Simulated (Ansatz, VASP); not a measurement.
## One calculation of Cd, two programs

```
Cd
1.0
    -1.47436    1.47436    1.47436
     1.47436   -1.47436    1.47436
     1.47436    1.47436   -1.47436
Cd
1
Direct
  0.00000 0.00000 0.00000
```

Change from the starting cell: volume scaled by 0.6, PAW files.

Alike in both runs: task single point; functional PBEsol; k mesh 15 × 15 × 15; occupations fermi-dirac, width 0.1 eV; no spin polarisation.

|  | VASP | Ansatz |
| --- | --- | --- |
| version | VASP 6.6.1 | Ansatz 0.2.0 |
| potentials or method | VASP PAW PBE potentials, release 64 (Cd) | PAW with Ansatz's default frozen-core files, scalar-relativistic |
| plane-wave cutoff (eV) | 520 | 420 |
| valence electrons in the cell | 12 | 20 |

|  | VASP | Ansatz | Ansatz less VASP |
| --- | --- | --- | --- |
| pressure (GPa) | 119.6 | 114.9 | -4.74 |

VASP's potentials were made for PBE, not for PBEsol. Both programs put the cell under a high pressure, so it lies far from rest at this level. VASP's potentials hold 12 valence electrons a cell and Ansatz's 20, so a difference there can come from the potentials and not from the codes.

Noted on VASP's run: the cell as given lies far from equilibrium.
